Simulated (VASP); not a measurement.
Crystal: KI.

```xyz
2
Lattice="0.0000 3.5443 3.5443 3.5443 0.0000 3.5443 3.5443 3.5443 0.0000" Properties=species:S:1:pos:R:3 pbc="T T T"
K     0.0000    0.0000    0.0000
I     3.5443    3.5443    3.5443
```

Base run:

| Quantity | Value |
| --- | --- |
| Program | VASP 6.6.1 |
| Functional | r2SCAN |
| Potentials or basis | VASP PAW PBE potentials, release 64 (K_sv, I) |
| Cutoff | 520 eV |
| k mesh | 6 × 6 × 6 |
| Occupations | gaussian, width 0.01 eV |
| Spin | no spin polarisation |

Its results: band gap on the k mesh 4.58 eV, direct; pressure 0.0 GPa.

Q: The run is repeated on the same cell with these changes: functional from r2SCAN to PBE; occupations from gaussian, width 0.01 eV to fermi-dirac, width 0.02 eV. What comes out?

A: Band gap on the k mesh 3.94 eV, direct; pressure 0.5 GPa.

Caveats: spin-orbit coupling is left out, which moves the levels of the heavy elements; the PAW data sets were made with another functional, which shifts forces and pressure a little (some runs).

